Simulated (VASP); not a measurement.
## Ti3Si: single point with LDA

Crystal: Ti3Si.

```xyz
4
Lattice="0.0000 3.0637 3.0637 3.0637 0.0000 3.0637 3.0637 3.0637 0.0000" Properties=species:S:1:pos:R:3 pbc="T T T"
Ti    4.5955    4.5955    4.5955
Ti    1.5318    1.5318    1.5318
Ti    0.0000    0.0000    0.0000
Si    3.0637    3.0637    3.0637
```

```yaml
Program: VASP 6.6.1
Task: single point
Functional: LDA
Potentials_or_basis: VASP PAW LDA potentials, release 64 (Ti_sv, Si)
Cutoff: 520 eV
k_mesh: 6 × 6 × 6
Occupations: fermi-dirac, width 0.1 eV
Spin: no spin polarisation
```

* Pressure: 1.7 GPa
* Band gap on the k mesh: zero (band 20 reaches 10.09 eV, above the bottom of band 21 at 9.69 eV)

Levels at points of the mesh, in eV from the Fermi level:
```
           k point  band 16  band 17  band 18  band 19  band 20  band 21  band 22  band 23  band 24  band 25
(0.00, 0.00, 0.00)    -2.89    -2.26    -2.26     0.00     0.00     0.00     2.46     2.46     2.46     2.74
(0.50, 0.00, 0.00)    -3.08    -0.56    -0.53    -0.53    -0.16    -0.16     0.75     0.94     0.94     2.94
(0.50, 0.50, 0.00)    -2.16    -1.84    -1.84    -0.38    -0.31    -0.31     1.03     1.41     1.41     2.56
```

Wall time 42 s on 1 thread of AMD EPYC 7R13 Processor (Zen 3) (shared host), peak memory 0.13 GiB.
